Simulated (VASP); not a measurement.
Write the native input for VASP 6.6.1 that does the following.

- Task: single point
- Functional: PBE
- Potentials or basis: VASP PAW PBE potentials, release 64 (Mn_pv)
- Cutoff: 520 eV
- k mesh: 8 × 8 × 12
- Occupations: fermi-dirac, width 0.1 eV
- Spin: no spin polarisation
- Dipole correction: no
- k mesh for the DOS: 12 × 12 × 18
- Occupations for the DOS: tetrahedron
- Further INCAR settings: ALGO = Normal; EDIFF = 1e-07

Mn:

```xyz
4
Lattice="4.0244 0.0000 0.0000 0.0000 4.0244 0.0000 0.0000 0.0000 2.7843" Properties=species:S:1:pos:R:3 pbc="T T T"
Mn    0.0000    0.0000    0.0000
Mn    2.0122    2.0122    0.0000
Mn    0.0000    2.0122    1.7402
Mn    2.0122    0.0000    1.0441
```

The input as run:

POSCAR

```
Mn
1.0
    4.0244010000      0.0000000000      0.0000000000
    0.0000000000      4.0244010000      0.0000000000
    0.0000000000      0.0000000000      2.7842910000
Mn
4
Direct
    0.0000000000      0.0000000000      0.0000000000
    0.5000000000      0.5000000000      0.0000000000
    0.0000000000      0.5000000000      0.6250000000
    0.5000000000      0.0000000000      0.3750000000
```

INCAR.step1

```
PREC = Accurate
ENCUT = 520
EDIFF = 1E-7
ISMEAR = -1
SIGMA = 0.1
LREAL = False
LASPH = True
NELM = 80
ALGO = Normal
ISIF = 2
LWAVE = False
LCHARG = True
LMAXMIX = 4
GGA = PE
NBANDS = 34
```

KPOINTS.step1

```
regular mesh
0
Gamma
  8 8 12
```

INCAR.step2

```
PREC = Accurate
ENCUT = 520
EDIFF = 1E-7
ISMEAR = -5
SIGMA = 0.1
LREAL = False
LASPH = True
NELM = 80
ALGO = Normal
ISIF = 2
LWAVE = False
LCHARG = False
LMAXMIX = 4
GGA = PE
LORBIT = 11
NEDOS = 1001
ICHARG = 11
```

KPOINTS.step2

```
regular mesh
0
Gamma
  12 12 18
```

Potentials or basis: VASP PAW PBE potentials, release 64 (Mn_pv).

Command:

```sh
$ cat potpaw_PBE.64/Mn_pv/POTCAR > POTCAR
$ cp INCAR.step1 INCAR
$ cp KPOINTS.step1 KPOINTS
$ mpirun -np 1 vasp_std > vasp.out
$ cp INCAR.step2 INCAR
$ cp KPOINTS.step2 KPOINTS
$ mpirun -np 1 vasp_std > vasp.out
```

Results of the run:

```yaml
Valence_electrons_inside_the_program's_atomic_spheres: Mn 11.96, 11.97 (each value once)
```

Caveat: the run has no spin polarisation, though such a crystal can be magnetic.

Run time: 9.5 min on 1 thread of Intel Xeon 8259CL (shared host), peak memory 0.37 GiB.
